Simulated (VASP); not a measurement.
# AlN (P6_3mc) in VASP: settings compared, part 2 of 2

VASP 6.6.1. The steps go on from the part before.

### 3 Single point, PBE

INCAR reads:

```
SYSTEM = AlN
PREC = Accurate
ENCUT = 520
EDIFF = 1E-6
ISMEAR = -1
SIGMA = 0.05
LREAL = .FALSE.
LASPH = .TRUE.
NELM = 80
ALGO = Normal
ISIF = 2
LWAVE = .FALSE.
LCHARG = .TRUE.
GGA = PE
LELF = .TRUE.
LVHAR = .TRUE.
NBANDS = 16
```

KPOINTS reads:

```
Automatic mesh
0
G
  10 10 6
  0 0 0
```

POSCAR reads:

```
AlN
1.0
    3.1130000000      0.0000000000      0.0000000000
   -1.5565000000      2.6959370820      0.0000000000
    0.0000000000      0.0000000000      4.9810000000
Al N
2 2
Direct
    0.6666666667      0.3333333333      0.5000000000
    0.3333333333      0.6666666667      0.0000000000
    0.6666666667      0.3333333333      0.8800000000
    0.3333333333      0.6666666667      0.3800000000
```

Potentials or basis: VASP PAW PBE potentials, release 64 (Al, N).

The run is started by

```sh
cat potpaw_PBE.64/Al/POTCAR potpaw_PBE.64/N/POTCAR > POTCAR
mpirun -np 1 vasp_std > vasp.out
```

Run time: 36 s. Hardware: 1 thread of Intel Xeon Platinum 8488C (Sapphire Rapids), shared host; peak memory 0.17 GiB.

Results (log left out):

| Item | Value |
| --- | --- |
| Free energy | -29.7713 eV |
| Pressure | 3.5 GPa |
| Largest force | 0.129 eV/Å |
| Band gap on the k mesh | 4.22 eV, direct |

Forces in eV/Å, atoms in the order of the input:
```
Al   0.000  0.000 -0.129
Al   0.000  0.000 -0.129
N    0.000  0.000  0.129
N    0.000  0.000  0.129
```

Stress tensor (GPa, compression positive):
```
2.91 0.00 0.00
0.00 2.91 0.00
0.00 0.00 4.57
```

Levels at points of the mesh, in eV from the valence-band top:
```
           k point  band 5  band 6  band 7  band 8  band 9  band 10  band 11  band 12
(0.00, 0.00, 0.00)   -0.83   -0.18   -0.18    0.00    4.22     6.66    10.62    11.17
(0.50, 0.00, 0.00)   -3.33   -2.06   -1.77   -0.66    5.82     5.83     8.20    10.30
(0.00, 0.00, 0.50)   -0.51   -0.51   -0.51   -0.51    6.47     6.47    10.34    10.34
(0.50, 0.00, 0.50)   -1.43   -1.43   -1.35   -1.35    5.33     5.33     9.29     9.29
```

A k mesh can miss the band edges. Expect the measured gap to be larger: semilocal functionals such as PBE lack the derivative discontinuity.

### 4 Single point, LDA

INCAR reads:

```
ALGO = Normal
EDIFF = 1E-7
ENCUT = 520
GGA = CA
ISIF = 2
ISMEAR = -1
LASPH = T
LCHARG = F
LREAL = F
LWAVE = F
NBANDS = 16
NELM = 80
PREC = Accurate
SIGMA = 0.05
```

KPOINTS reads:

```
k-points
0
Gamma
  10 10 6
```

POSCAR is that of step 3.

Potentials or basis: VASP PAW LDA potentials, release 64 (Al, N).

The run is started by

```sh
cat potpaw_LDA.64/Al/POTCAR potpaw_LDA.64/N/POTCAR > POTCAR
mpirun -np 1 vasp_std > vasp.out
```

It took 35 s on 1 thread of Intel Xeon Platinum 8488C (Sapphire Rapids), shared host; peak memory 0.15 GiB.

It converged, with:

```yaml
Free_energy: -32.8297 eV
Pressure: -4.1 GPa
Largest_force: 0.119 eV/Å
Band_gap_on_the_k_mesh: 4.25 eV, direct
```

Forces on the atoms (eV/Å):
```
Al   0.000  0.000 -0.119
Al   0.000  0.000 -0.119
N    0.000  0.000  0.119
N    0.000  0.000  0.119
```

Stress tensor (GPa, compression positive):
```
-4.66  0.00  0.00
 0.00 -4.66  0.00
 0.00  0.00 -2.95
```

Levels at points of the mesh, in eV from the valence-band top:
```
           k point  band 4  band 5  band 6  band 7  band 8  band 9  band 10  band 11  band 12  band 13
(0.00, 0.00, 0.00)   -0.84   -0.84   -0.18   -0.18    0.00    4.25     6.55    10.48    10.96    10.96
(0.50, 0.00, 0.00)   -4.16   -3.36   -2.08   -1.80   -0.66    5.67     5.69     8.10    10.16    10.73
(0.00, 0.00, 0.50)   -3.32   -0.52   -0.52   -0.52   -0.52    6.42     6.42    10.16    10.16    11.28
(0.50, 0.00, 0.50)   -5.63   -1.45   -1.45   -1.36   -1.36    5.21     5.21     9.11     9.11    11.68
```

### 5 Single point, PBEsol+D3(BJ)

This run uses another cell than the first one, of 10.28 Å³/atom, 0.984 times its volume.

INCAR reads:

```
SYSTEM = AlN
  PREC = Accurate
  ENCUT = 520
  EDIFF = 1E-6
  ISMEAR = -1
  SIGMA = 0.05
  LREAL = .False.
  LASPH = .True.
  NELM = 80
  ALGO = Normal
  ISIF = 2
  LWAVE = .False.
  LCHARG = .False.
  GGA = PS
  IVDW = 12
  NBANDS = 16
```

KPOINTS reads:

```
regular mesh
0
Gamma
  10 10 6
  0 0 0
```

POSCAR reads:

```
AlN
1.0
    3.0970732189      0.0000000000      0.0000000000
   -1.5485366095      2.6821440850      0.0000000000
    0.0000000000      0.0000000000      4.9499708397
Al N
2 2
Direct
    0.6666666667      0.3333333333      0.4988121605
    0.3333333333      0.6666666667     -0.0011878395
    0.6666666667      0.3333333333      0.8811878395
    0.3333333333      0.6666666667      0.3811878395
```

Potentials or basis: VASP PAW PBE potentials, release 64 (Al, N).

The run is started by

```sh
cat potpaw_PBE.64/Al/POTCAR potpaw_PBE.64/N/POTCAR > POTCAR
mpirun -np 1 vasp_std > vasp.out
```

OUTCAR:

```text
SYSTEM = AlN
   PREC = Accurate
   ENCUT = 520
   EDIFF = 1E-6
   ISMEAR = -1
   LREAL = .False.
   LASPH = .True.
   NELM = 80
   ISIF = 2
   GGA = PS
   IVDW = 12
 IVDW          = 12

 ion  position               nearest neighbor table
   1  0.667  0.333  0.499-   4 1.88   4 1.88   4 1.88   3 1.89   2 3.05   2 3.05   2 3.05   2 3.05
                             2 3.05   2 3.05
   2  0.333  0.667  0.999-   3 1.88   3 1.88   3 1.88   4 1.89   1 3.05   1 3.05   1 3.05   1 3.05
                             1 3.05   1 3.05
   3  0.667  0.333  0.881-   2 1.88   2 1.88   2 1.88   1 1.89
   4  0.333  0.667  0.381-   1 1.88   1 1.88   1 1.88   2 1.89

  LATTYP: Found a hexagonal cell.
 ALAT       =     3.0970732189
 C/A-ratio  =     1.5982737539

  Lattice vectors:

 A1 = (   3.0970732189,   0.0000000000,   0.0000000000)
 A2 = (  -1.5485366095,   2.6821440850,   0.0000000000)
 A3 = (   0.0000000000,   0.0000000000,   4.9499708397)

Analysis of symmetry for initial positions (statically):
=====================================================================
 Subroutine PRICEL returns:
 Original cell was already a primitive cell.

 Routine SETGRP: Setting up the symmetry group for a
 hexagonal supercell.

[... 177 lines left out ...]
 Fermi energy:         7.2303647499

 k-point     1 :       0.0000    0.0000    0.0000
  band No.  band energies     occupation
      1      -9.0478      2.00000
      2      -6.8068      2.00000
      3       0.0961      2.00000
      4       5.3264      2.00000
      5       5.3264      2.00000
      6       5.9885      2.00000
[... 433 lines left out ...]
      3       0.6906      2.00000
      4       1.7388      2.00000
      5       3.0831      2.00000
      6       3.8727      2.00000
[... 8 lines left out ...]
     15      18.8449      0.00000
     16      21.2028      0.00000

 [... further k-points ...]

------------------------ aborting loop because EDIFF is reached ----------------------------------------

 Edisp (eV)   -0.91771

 E8    (eV) :    -0.5655

  FORCE on cell =-STRESS in cart. coord.  units (eV):
  Direction    XX          YY          ZZ          XY          YZ          ZX
  --------------------------------------------------------------------------------------
  -------------------------------------------------------------------------------------
  Total      -0.01005    -0.01005    -0.00731     0.00000     0.00000     0.00000
  in kB      -0.39164    -0.39164    -0.28501     0.00000     0.00000     0.00000
  external pressure =       -0.36 kB  Pullay stress =        0.00 kB

 VOLUME and BASIS-vectors are now :
 -----------------------------------------------------------------------------
  energy-cutoff  :      520.00
  volume of cell :       41.12
      direct lattice vectors                 reciprocal lattice vectors
     3.097073219  0.000000000  0.000000000     0.322885489  0.186418024  0.000000000
    -1.548536609  2.682144085  0.000000000     0.000000000  0.372836048  0.000000000
     0.000000000  0.000000000  4.949970840     0.000000000  0.000000000  0.202021392

 POSITION                                       TOTAL-FORCE (eV/Angst)
 -----------------------------------------------------------------------------------
      1.54854      0.89405      2.46911         0.000000     -0.000000     -0.000701
     -0.00000      1.78810      4.94409        -0.000000     -0.000000     -0.000701
      1.54854      0.89405      4.36185         0.000000     -0.000000      0.000701
     -0.00000      1.78810      1.88687        -0.000000      0.000000      0.000701
 -----------------------------------------------------------------------------------
    total drift:                               -0.000000      0.000000     -0.000477

  FREE ENERGIE OF THE ION-ELECTRON SYSTEM (eV)
  ---------------------------------------------------
  free  energy   TOTEN  =       -32.2216480195 eV

  energy  without entropy=      -32.2216480195  energy(sigma->0) =      -32.22164802
```

Wall time 12 s (1 thread of Intel Xeon 6975P-C (Granite Rapids), shared host); peak memory 0.18 GiB.

Results:

```
Free energy                : -32.2216 eV
Pressure                   : 0.0 GPa
Band gap on the k mesh     : 4.26 eV, direct
Dispersion energy per atom : -0.229 eV
```

Caveat: the PAW data sets were made with another functional, which shifts forces and pressure a little.

### 6 Summary

| task | level | potentials or basis | cell | cutoff (eV) | gap on the mesh (eV) | pressure (GPa) | largest force (eV/Å) |
| --- | --- | --- | --- | --- | --- | --- | --- |
| relaxation of cell and atoms | PBEsol+D4 | VASP PAW PBE potentials, release 64 (Al, N) | relaxed from a = 3.113, b = 3.113, c = 4.981 Å, angles 90.0, 90.0, 120.0°, 4 atoms | 600 | 4.23 | 0.1 | 0.01 |
| single point | PBE | VASP PAW PBE potentials, release 64 (Al, N) | a = 3.113, b = 3.113, c = 4.981 Å, angles 90.0, 90.0, 120.0°, 4 atoms | 520 | 4.22 | 3.5 | 0.13 |
| single point | LDA | VASP PAW LDA potentials, release 64 (Al, N) | a = 3.113, b = 3.113, c = 4.981 Å, angles 90.0, 90.0, 120.0°, 4 atoms | 520 | 4.25 | -4.1 | 0.12 |
| single point | PBEsol+D3(BJ) | VASP PAW PBE potentials, release 64 (Al, N) | a = 3.097, b = 3.097, c = 4.950 Å, angles 90.0, 90.0, 120.0°, 4 atoms | 520 | 4.26 | 0.0 | - |

Alike in all rows: no spin polarisation; k mesh 10 × 10 × 6; smearing fermi-dirac 0.05 eV.

Caveats: the PAW data sets were made with another functional, which shifts forces and pressure a little (some runs).

Total energies depend on the potentials used, so only differences within one code and one set of settings carry meaning.

### 7 How close it comes

Step 5. A measured gap of AlN is 6.034 eV (an exciton energy, a little under the gap; 10 K; quoted in “Self-assembly of well-separated AlN nanowires directly on sputtered metallic TiN films”, 2019, arxiv:1910.07391); the calculated 4.26 eV misses it by -1.78 eV. 2 values of this kind are on record (6.034 to 6.0343 eV); this one was drawn at random. The value is that of PBEsol+D3(BJ) on a finite k mesh, which can miss the band edges, without temperature or zero-point motion. Semilocal functionals fall short of measured gaps as a rule.
